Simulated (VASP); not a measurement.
NiO:

```
CELL_PARAMETERS angstrom
0.00000 2.13379 -2.13379
0.00000 2.13379 2.13379
4.26758 0.00000 0.00000
ATOMIC_POSITIONS crystal
Ni 0.00000 0.00000 0.00000
Ni 0.50000 0.50000 0.50000
O 0.00000 0.00000 0.50000
O 0.50000 0.50000 0.00000
```

Base run:

| Quantity | Value |
| --- | --- |
| Program | VASP 6.6.1 |
| Functional | PBE |
| Potentials or basis | VASP PAW PBE potentials, release 64 (Ni, O) |
| Cutoff | 520 eV |
| k mesh | 8 × 8 × 6 |
| Occupations | gaussian, width 0.05 eV |
| Spin | collinear spin, antiferromagnetic start |
| Starting moments | [2.0, -2.0, 0.0, 0.0] μB |
| Hubbard terms | Ni d U = 6.2 eV |

Its results: band gap on the k mesh 2.43 eV; pressure -8.0 GPa; net moment 0.00 μB per cell; site moments Ni +1.84, -1.84; O -0.06, +0.06 μB.

Task: The run is repeated on the same cell with these changes: k mesh from 8 × 8 × 6 to 5 × 5 × 3. What comes out?

Result: Band gap on the k mesh 2.62 eV; pressure -8.0 GPa; net moment 0.00 μB per cell; site moments Ni +1.84, -1.84; O -0.06, +0.06 μB.

Caveats: some runs use coarse meshes; the cell stands under tension (at least some runs); an odd mesh through Γ misses points on the zone boundary, where band edges can lie (at least some runs).
